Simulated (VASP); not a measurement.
# Al3P2 in VASP: further runs

The runs below take Al3P2 through single point, relaxation of cell and atoms, with PBE.

All numbers are computed with VASP 6.6.1; they aren't measurements. Logs are shortened: lines on timing, memory, paths and dates and some standing lists are left out, and cuts for length are marked.

### 1 The cell of the first run

The structure is orthorhombic, space group Pmmm (No. 47). Conventional cell: a = 4.359 Å, b = 5.208 Å, c = 5.230 Å, α = 90.00°, β = 90.00°, γ = 90.00°. Within 3.4 Å of Al (site symmetry mmm) lie 6 P at 2.60 to 3.40 Å and 2 Al at 2.61 Å. Within 3.5 Å of Al (site symmetry mmm) lie 2 Al at 2.60 Å and 6 P at 2.61 to 3.40 Å. Within 3.4 Å of Al (site symmetry mmm) lie 4 Al at 2.60 to 2.61 Å. P (site symmetry mmm) has 2 P at 2.18 Å within 2.9 Å. P (site symmetry mmm) has 2 P at 2.18 Å and 4 Al at 2.60 to 2.61 Å within 2.9 Å.

The cell was built from a structure type or drawn by symmetry, and may not be a known phase.

### 2 Single point, PBE

The input, INCAR:

```
PREC = Accurate
ENCUT = 520
EDIFF = 1E-7
ISMEAR = 0
SIGMA = 0.1
LREAL = False
LASPH = True
NELM = 60
ALGO = Normal
ISIF = 2
LWAVE = False
LCHARG = False
GGA = PE
NBANDS = 18
```

The input, KPOINTS:

```
Automatic mesh
0
Gamma
  4 4 4
```

The input, POSCAR:

```
Al3P2
1.0
    5.2076979622      0.0000000000      0.0000000000
    0.0000000000      4.3591795703      0.0000000000
    0.0000000000      0.0000000000      5.2298592528
Al P
3 2
Direct
    0.0000000000      0.0000000000      0.5000000000
    0.5000000000      0.0000000000      0.0000000000
    0.0000000000      0.0000000000      0.0000000000
    0.5000000000      0.5000000000      0.5000000000
    0.5000000000      0.0000000000      0.5000000000
```

Potentials or basis: VASP PAW PBE potentials, release 64 (Al, P).

Launch:

```console
cat potpaw_PBE.64/Al/POTCAR potpaw_PBE.64/P/POTCAR > POTCAR
mpirun -np 1 vasp_std > vasp.out
```

OUTCAR:

```text
PREC = Accurate
   ENCUT = 520
   EDIFF = 1E-7
   ISMEAR = 0
   LREAL = False
   LASPH = True
   NELM = 60
   ISIF = 2
   GGA = PE

 ion  position               nearest neighbor table
   1  0.000  0.000  0.500-   5 2.60   5 2.60   3 2.61   3 2.61
   2  0.500  0.000  0.000-   3 2.60   3 2.60   5 2.61   5 2.61
   3  0.000  0.000  0.000-   2 2.60   2 2.60   1 2.61   1 2.61
   4  0.500  0.500  0.500-   5 2.18   5 2.18
   5  0.500  0.000  0.500-   4 2.18   4 2.18   1 2.60   1 2.60   2 2.61   2 2.61

  LATTYP: Found a simple orthorhombic cell.
 ALAT       =     4.3591795703
 B/A-ratio  =     1.1946509379
 C/A-ratio  =     1.1997347594

  Lattice vectors:

 A1 = (   0.0000000000,  -4.3591795703,   0.0000000000)
 A2 = (   5.2076979622,   0.0000000000,   0.0000000000)
 A3 = (   0.0000000000,   0.0000000000,   5.2298592528)

Analysis of symmetry for initial positions (statically):
=====================================================================
 Subroutine PRICEL returns:
 Original cell was already a primitive cell.

 Routine SETGRP: Setting up the symmetry group for a
 simple orthorhombic supercell.

 Subroutine GETGRP returns: Found  8 space group operations
 (whereof  8 operations were pure point group operations)
 out of a pool of  8 trial point group operations.

The static configuration has the point symmetry D_2h.

Analysis of symmetry for dynamics (positions and initial velocities):
=====================================================================
 Subroutine PRICEL returns:
 Original cell was already a primitive cell.

 Routine SETGRP: Setting up the symmetry group for a
 simple orthorhombic supercell.

 Subroutine GETGRP returns: Found  8 space group operations
 (whereof  8 operations were pure point group operations)
 out of a pool of  8 trial point group operations.

The dynamic configuration has the point symmetry D_2h.

 Subroutine INISYM returns: Found  8 space group operations
 (whereof  8 operations are pure point group operations),
 and found     1 'primitive' translations

----------------------------------------------------------------------------------------

                                     Primitive cell

  volume of cell :     118.7246

  direct lattice vectors                    reciprocal lattice vectors
     5.207697962  0.000000000  0.000000000     0.192023425  0.000000000  0.000000000
     0.000000000  4.359179570  0.000000000     0.000000000  0.229400965  0.000000000
     0.000000000  0.000000000  5.229859253     0.000000000  0.000000000  0.191209735

  length of vectors
     5.207697962  4.359179570  5.229859253     0.192023425  0.229400965  0.191209735

  position of ions in fractional coordinates (direct lattice)
     0.000000000  0.000000000  0.500000000
     0.500000000  0.000000000  0.000000000
     0.000000000  0.000000000  0.000000000
     0.500000000  0.500000000  0.500000000
     0.500000000  0.000000000  0.500000000

  ion indices of the primitive-cell ions
   primitive index   ion index
                 1           1
                 2           2
                 3           3
                 4           4
                 5           5

----------------------------------------------------------------------------------------

 KPOINTS: Automatic mesh

Automatic generation of k-mesh.
 Grid dimensions read from file:
 generate k-points for:    4    4    4

 Generating k-lattice:

  Cartesian coordinates                     Fractional coordinates (reciprocal lattice)
     0.048005856  0.000000000  0.000000000     0.250000000  0.000000000  0.000000000
     0.000000000  0.057350241  0.000000000     0.000000000  0.250000000  0.000000000
     0.000000000  0.000000000  0.047802434     0.000000000  0.000000000  0.250000000

  Length of vectors
     0.048005856  0.057350241  0.047802434

  Shift w.r.t. Gamma in fractional coordinates (k-lattice)
     0.000000000  0.000000000  0.000000000

 Subroutine IBZKPT returns following result:
 ===========================================

 Found     27 irreducible k-points:

 Following reciprocal coordinates:
            Coordinates               Weight
  0.000000  0.000000  0.000000      1.000000
  0.250000  0.000000  0.000000      2.000000
  0.500000  0.000000  0.000000      1.000000
  0.000000  0.250000  0.000000      2.000000
  0.250000  0.250000  0.000000      4.000000
  0.500000  0.250000  0.000000      2.000000
[... 16 lines left out ...]
  0.250000  0.250000  0.500000      4.000000
  0.500000  0.250000  0.500000      2.000000
 [... further k-points ...]
   k-points           NKPTS =     27   k-points in BZ     NKDIM =     27   number of bands    NBANDS=     18
   number of dos      NEDOS =    301   number of ions     NIONS =      5
   total plane-waves  NPLWV =  51200
   dimension x,y,z NGX =    40 NGY =   32 NGZ =   40
   dimension x,y,z NGXF=    80 NGYF=   64 NGZF=   80
   ions per type =               3   2
   NGX,Y,Z   is equivalent  to a cutoff of  12.77, 12.20, 12.72 a.u.
   NGXF,Y,Z  is equivalent  to a cutoff of  25.54, 24.41, 25.43 a.u.
 SYSTEM =  unknown system
   PREC   = accura    normal or accurate (medium, high low for compatibility)
   ISTART =      0    job   : 0-new  1-cont  2-samecut
   ICHARG =      2    charge: 1-file 2-atom 10-const
   ISPIN  =      1    spin polarized calculation?
   LNONCOLLINEAR =      F non collinear calculations
   LSORBIT =      F    spin-orbit coupling
   LASPH  =      T    aspherical Exc in radial PAW
   ENCUT  =  520.0 eV  38.22 Ry    6.18 a.u.   9.68  8.11  9.72*2*pi/ulx,y,z
   NELM   =     60;   NELMIN=  2; NELMDL= -5     # of ELM steps
   EDIFF  = 0.1E-06   stopping-criterion for ELM
   LREAL  =      F    real-space projection
   EDIFFG = 0.1E-05   stopping-criterion for IOM
   NSW    =      0    number of steps for IOM
   IBRION =     -1    ionic relax: 0-MD 1-quasi-New 2-CG
   NFREE  =      0    steps in history (QN), initial steepest desc. (CG)
   ISIF   =      2    stress and relaxation
   ISYM   =      2    0-nonsym 1-usesym 2-fastsym
   POTIM  = 0.5000    time-step for ionic-motion
   TEBEG  =    0.0;   TEEND  =   0.0 temperature during run
   PSTRESS=    0.0 pullay stress
   NELECT =      19.0000    total number of electrons
   NUPDOWN=      -1.0000    fix difference up-down
   EMIN   =  10.00;   EMAX   =-10.00  energy-range for DOS
   EFERMI =   0.00;   METHOD = LEGACY
   ISMEAR =     0;   SIGMA  =   0.10  broadening in eV -4-tet -1-fermi 0-gaus
   EFERMI_NEDOS =   21; number of points for ismear=-14 and -15
   IALGO  =     38    algorithm
   IMIX   =      4    mixing-type and parameters
     AMIX     =   0.40;   BMIX     =  1.00
     AMIX_MAG =   1.60;   BMIX_MAG =  1.00
  volume/ion in A,a.u.               =      23.74       160.24
  Fermi-wavevector in a.u.,A,eV,Ry     =   0.888817  1.679621 10.748552  0.789996
  Thomas-Fermi vector in A             =   2.010297
   LORBIT       =      0    0 simple, 1 ext, 2 COOP (PROOUT), +10 PAW based schemes
   GGA     = PE    functional components
   LHFCALC =     F    Hartree Fock is set to
   AEXX    =    0.0000 exact exchange contribution
   IVDW    =     0    specifies the selected vdW correction
   LEPSILON=     F    determine dielectric tensor
   LRPA    =     F    only Hartree local field effects (RPA)
 non-spin polarized calculation
 Gauss-broadening in eV      SIGMA  =   0.10
  energy-cutoff  :      520.00
  volume of cell :      118.72
 maximum number of plane-waves:      3248
 NGX is ok and might be reduce to    40
   NGX = 19   NGY = 17   NGZ = 19

 number of electron      19.0000001 magnetization

 Free energy of the ion-electron system (eV)
  ---------------------------------------------------
  ext. energy  EPLUGINS =         0.00000000
  ---------------------------------------------------
  free energy    TOTEN  =       -19.21674328 eV

  energy without entropy =      -19.20792440  energy(sigma->0) =      -19.21233384

 E-fermi :   4.2650     XC(G=0):  -8.7112

 val. band max:        4.0017239724   @ k =   0.5000   0.2500   0.2500
 cond. band min:       4.2669729351   @ k =   0.0000   0.5000   0.0000
 fundamental gap:      0.2652489627
 Fermi energy:         4.2649921725

 k-point     1 :       0.0000    0.0000    0.0000
  band No.  band energies     occupation
      1      -9.2820      2.00000
      2      -2.6365      2.00000
      3      -2.2032      2.00000
      4      -1.1583      2.00000
      5      -0.8939      2.00000
      6      -0.8935      2.00000
[... 10 lines left out ...]
     17       8.5062      0.00000
     18       8.6801      0.00000

 k-point     2 :       0.2500    0.0000    0.0000
  band No.  band energies     occupation
      1      -9.2302      2.00000
      2      -2.9662      2.00000
      3      -2.1793      2.00000
      4      -1.7523      2.00000
      5      -0.7580      2.00000
      6      -0.3254      2.00000
[... 10 lines left out ...]
     17       9.1920      0.00000
     18       9.6294      0.00000

 k-point     3 :       0.5000    0.0000    0.0000
  band No.  band energies     occupation
      1      -9.1759      2.00000
      2      -3.3373      2.00000
      3      -2.1549      2.00000
      4      -1.8439      2.00000
      5      -0.5946      2.00000
      6       0.2632      2.00000
[... 10 lines left out ...]
     17       9.5372      0.00000
     18      10.0507      0.00000

 k-point     4 :       0.0000    0.2500    0.0000
  band No.  band energies     occupation
      1      -8.8405      2.00000
      2      -5.1053      2.00000
      3      -1.8711      2.00000
      4      -0.5631      2.00000
      5      -0.5629      2.00000
      6       1.2544      2.00000
[... 375 lines left out ...]
      4      -0.2543      2.00000
      5       0.1905      2.00000
      6       1.2780      2.00000
[... 10 lines left out ...]
     17      10.1316      0.00000
     18      10.9988      0.00000

 k-point    23 :       0.2500    0.2500    0.5000
  band No.  band energies     occupation
      1      -8.6881      2.00000
      2      -4.9720      2.00000
      3      -2.7784      2.00000
      4      -1.6420      2.00000
      5      -0.0867      2.00000
      6       1.6837      2.00000
[... 10 lines left out ...]
     17       9.8146      0.00000
     18      10.8925      0.00000

 k-point    24 :       0.5000    0.2500    0.5000
  band No.  band energies     occupation
      1      -8.6411      2.00000
      2      -4.9320      2.00000
      3      -2.2410      2.00000
      4      -2.2242      2.00000
      5      -1.2029      2.00000
      6       1.9040      2.00000
[... 10 lines left out ...]
     17       9.6829      0.00000
     18       9.7269      0.00000

 [... further k-points ...]

------------------------ aborting loop because EDIFF is reached ----------------------------------------

  FORCE on cell =-STRESS in cart. coord.  units (eV):
  Direction    XX          YY          ZZ          XY          YZ          ZX
  --------------------------------------------------------------------------------------
  -------------------------------------------------------------------------------------
  Total        0.1339408     -0.1068403     -0.1206012     -0.0000000      0.0000000      0.0000000
  in kB        1.8075192     -1.4418002     -1.6275031     -0.0000000      0.0000000      0.0000000
  external PRESSURE =      -0.4205947 kB  Pullay stress =       0.0000000 kB

 VOLUME and BASIS-vectors are now :
 -----------------------------------------------------------------------------
  energy-cutoff  :      520.00
  volume of cell :      118.72
      direct lattice vectors                 reciprocal lattice vectors
     5.207697962  0.000000000  0.000000000     0.192023425  0.000000000  0.000000000
     0.000000000  4.359179570  0.000000000     0.000000000  0.229400965  0.000000000
     0.000000000  0.000000000  5.229859253     0.000000000  0.000000000  0.191209735

 POSITION                                       TOTAL-FORCE (eV/Angst)
 -----------------------------------------------------------------------------------
      0.00000      0.00000      2.61493         0.000000      0.000000      0.000000
      2.60385      0.00000      0.00000         0.000000      0.000000      0.000000
      0.00000      0.00000      0.00000         0.000000      0.000000      0.000000
      2.60385      2.17959      2.61493         0.000000      0.000000      0.000000
      2.60385      0.00000      2.61493         0.000000      0.000000      0.000000
 -----------------------------------------------------------------------------------
    total drift:                                0.000000      0.000000     -0.000000

  FREE ENERGIE OF THE ION-ELECTRON SYSTEM (eV)
  ---------------------------------------------------
  free  energy   TOTEN  =       -19.2167432815 eV

  energy  without entropy=      -19.2079243985  energy(sigma->0) =      -19.21233384
```

Run time: 32 s. Hardware: 1 thread of Intel Xeon Platinum 8488C (Sapphire Rapids), shared host; peak memory 0.22 GiB.

What came out:

```yaml
Free_energy: -19.2167 eV
Pressure: 0.0 GPa
Band_gap_on_the_k_mesh: zero (an odd number of electrons rules out a gap without spin polarisation)
```

Stress tensor (GPa, compression positive):
```
 0.18  0.00  0.00
 0.00 -0.14  0.00
 0.00  0.00 -0.16
```

Levels at points of the mesh, in eV from the Fermi level:
```tsv
k point	band 6	band 7	band 8	band 9	band 10	band 11	band 12	band 13
(0.00, 0.00, 0.00)	-5.16	-3.27	-0.51	-0.49	1.25	1.33	1.35	1.36
(0.50, 0.00, 0.00)	-4.00	-3.24	-1.83	0.35	0.82	1.14	1.28	2.13
(0.00, 0.50, 0.00)	-2.67	-1.89	-1.88	-1.49	0.00	0.04	1.20	1.24
(0.50, 0.50, 0.00)	-3.29	-2.49	-1.77	-1.45	0.40	0.85	1.55	1.57
(0.00, 0.00, 0.50)	-3.97	-3.20	-1.83	0.34	0.81	1.11	1.28	2.06
(0.50, 0.00, 0.50)	-5.68	-0.53	-0.49	1.14	1.14	1.74	1.75	2.18
(0.00, 0.50, 0.50)	-3.28	-2.44	-1.77	-1.45	0.42	0.85	1.49	1.57
(0.50, 0.50, 0.50)	-2.91	-2.90	-0.38	0.56	0.60	0.90	2.33	3.21
```

Caveat: the k points lie up to 0.36 Å⁻¹ apart, too coarse for converged energies and pressures of a metal.

### 3 Single point, PBE

The input, INCAR:

```
SYSTEM = Al3P2
PREC = Accurate
ENCUT = 520
EDIFF = 1E-6
ISMEAR = 0
SIGMA = 0.1
LREAL = .FALSE.
LASPH = .TRUE.
NELM = 60
ALGO = Normal
ISIF = 2
LWAVE = .FALSE.
LCHARG = .FALSE.
GGA = PE
NBANDS = 18
```

The input, KPOINTS:

```
Automatic mesh
0
G
  8 8 10
  0 0 0
```

The input, POSCAR:

```
Al3P2
1.0
    5.2251509151      0.0000000000      0.0000000000
    0.0000000000      5.2251509151      0.0000000000
    0.0000000000      0.0000000000      4.3472712047
Al P
3 2
Direct
    0.0000000000      0.5000000000      0.0000000000
    0.5000000000      0.0000000000      0.0000000000
    0.0000000000      0.0000000000      0.0000000000
    0.5000000000      0.5000000000      0.5000000000
    0.5000000000      0.5000000000      0.0000000000
```

Potentials or basis: VASP PAW PBE potentials, release 64 (Al, P).

Launch:

```console
cat potpaw_PBE.64/Al/POTCAR potpaw_PBE.64/P/POTCAR > POTCAR
mpirun -np 1 vasp_std > vasp.out
```

It took 91 s on 1 thread of Intel Xeon Platinum 8488C (Sapphire Rapids), shared host; peak memory 0.31 GiB.

The run converged. Its results:

| Property | Result |
| --- | --- |
| Free energy | -18.7683 eV |
| Pressure | -0.1 GPa |
| Band gap on the k mesh | zero (an odd number of electrons rules out a gap without spin polarisation) |

Stress tensor (GPa, compression positive):
```
-0.02  0.00  0.00
 0.00 -0.02  0.00
 0.00  0.00 -0.12
```

Levels at points of the mesh, in eV from the Fermi level:
| k point | band 5 | band 6 | band 7 | band 8 | band 9 | band 10 | band 11 | band 12 | band 13 | band 14 |
| --- | --- | --- | --- | --- | --- | --- | --- | --- | --- | --- |
| (0.00, 0.00, 0.00) | -5.21 | -5.21 | -3.31 | -0.51 | -0.51 | 1.28 | 1.29 | 1.33 | 1.33 | 2.91 |
| (0.50, 0.00, 0.00) | -4.93 | -4.01 | -3.24 | -1.83 | 0.32 | 0.84 | 1.09 | 1.25 | 2.04 | 3.19 |
| (0.50, 0.50, 0.00) | -5.90 | -5.65 | -0.56 | -0.56 | 1.11 | 1.11 | 1.74 | 1.74 | 2.12 | 2.44 |
| (0.00, 0.00, 0.50) | -4.36 | -2.70 | -1.94 | -1.94 | -1.50 | 0.01 | 0.01 | 1.16 | 1.21 | 2.28 |
| (0.50, 0.00, 0.50) | -3.73 | -3.32 | -2.47 | -1.84 | -1.44 | 0.38 | 0.84 | 1.48 | 1.53 | 2.34 |
| (0.50, 0.50, 0.50) | -5.18 | -2.95 | -2.95 | -0.36 | 0.54 | 0.54 | 0.86 | 2.31 | 3.19 | 3.19 |

### 4 Relaxation of cell and atoms, PBE

The input, INCAR:

```
SYSTEM = Al3P2
ALGO = Normal ; EDIFF = 1E-6
EDIFFG = -0.01 ; ENCUT = 600
GGA = PE ; IBRION = 2
ISIF = 3 ; ISMEAR = 0
LASPH = .True. ; LCHARG = .False.
LREAL = .False. ; LWAVE = .False.
NELM = 100 ; NSW = 100
PREC = Accurate ; SIGMA = 0.1
```

The input, KPOINTS:

```
k-points
0
Gamma
  8 8 10
  0 0 0
```

Edit POSCAR of step 3 so:

```diff
@@ -2,5 +2,5 @@
 1.0
-    5.2251509151      0.0000000000      0.0000000000
-    0.0000000000      5.2251509151      0.0000000000
-    0.0000000000      0.0000000000      4.3472712047
+    5.2187786075      0.0000000000      0.0000000000
+    0.0000000000      5.2187786075      0.0000000000
+    0.0000000000      0.0000000000      4.3591795703
 Al P
```

Launch:

```console
cat potpaw_PBE.64/Al/POTCAR potpaw_PBE.64/P/POTCAR > POTCAR
mpirun -np 1 vasp_std > vasp.out
```

It took 2.8 min on 1 thread of Intel Xeon Platinum 8488C (Sapphire Rapids), shared host; peak memory 0.33 GiB.

Results (log left out):

```
Free energy                           : -18.7687 eV
Relaxed volume                        : 23.70 Å³/atom
Relaxed cell                          : a = 5.223 Å, b = 5.223 Å, c = 4.343 Å, α = 90.00°, β = 90.00°, γ = 90.00°
Space group after relaxing (to 0.1 Å) : P4/mmm (No. 123)
Energy gained by relaxing             : 0.1 meV/atom
Ionic steps                           : 3
Pressure after relaxing               : 0.0 GPa
Band gap on the k mesh                : zero (an odd number of electrons rules out a gap without spin polarisation)
```

The path:
```tsv
step	energy change (eV)	largest force (eV/Å)	pressure (GPa)	volume (Å³)
1	0.0000	0.0000	-0.08	118.73
2	-0.0006	0.0000	0.01	118.53
3	-0.0007	0.0000	0.04	118.49
```

Final structure:
```yaml
crystal:
  lattice:
    - [5.22307, 0.00000, 0.00000]
    - [0.00000, 5.22307, 0.00000]
    - [0.00000, 0.00000, 4.34337]
  atoms:
    - { symbol: Al, position: [0.00000, 0.50000, 0.00000] }
    - { symbol: Al, position: [0.50000, 0.00000, 0.00000] }
    - { symbol: Al, position: [0.00000, 0.00000, 0.00000] }
    - { symbol: P, position: [0.50000, 0.50000, 0.50000] }
    - { symbol: P, position: [0.50000, 0.50000, 0.00000] }
```

Levels at points of the mesh, in eV from the Fermi level:
| k point | band 5 | band 6 | band 7 | band 8 | band 9 | band 10 | band 11 | band 12 | band 13 |
| --- | --- | --- | --- | --- | --- | --- | --- | --- | --- |
| (0.00, 0.00, 0.00) | -5.22 | -5.22 | -3.31 | -0.52 | -0.52 | 1.28 | 1.30 | 1.34 | 1.34 |
| (0.50, 0.00, 0.00) | -4.94 | -4.02 | -3.24 | -1.83 | 0.32 | 0.84 | 1.09 | 1.26 | 2.04 |
| (0.50, 0.50, 0.00) | -5.89 | -5.66 | -0.56 | -0.56 | 1.12 | 1.12 | 1.74 | 1.74 | 2.12 |
| (0.00, 0.00, 0.50) | -4.37 | -2.70 | -1.95 | -1.95 | -1.50 | 0.01 | 0.01 | 1.16 | 1.21 |
| (0.50, 0.00, 0.50) | -3.73 | -3.33 | -2.47 | -1.84 | -1.44 | 0.37 | 0.84 | 1.48 | 1.53 |
| (0.50, 0.50, 0.50) | -5.19 | -2.96 | -2.96 | -0.37 | 0.54 | 0.54 | 0.86 | 2.32 | 3.21 |

### 5 Summary

```tsv
task	cell	k mesh	cutoff (eV)	gap on the mesh (eV)	pressure (GPa)
single point	a = 5.208, b = 4.359, c = 5.230 Å, 5 atoms, atomic positions A	4 × 4 × 4	520	none	0.0
single point	a = 5.225, b = 5.225, c = 4.347 Å, 5 atoms, atomic positions B	8 × 8 × 10	520	none	-0.1
relaxation of cell and atoms	relaxed from a = 5.219, b = 5.219, c = 4.359 Å, 5 atoms, atomic positions B	8 × 8 × 10	600	none	0.0
```

Alike in all rows: level PBE; potentials or basis VASP PAW PBE potentials, release 64 (Al, P); no spin polarisation; smearing gaussian 0.1 eV.

Caveats: some runs use coarse meshes.

Total energies depend on the potentials used, so only differences within one code and one set of settings carry meaning.
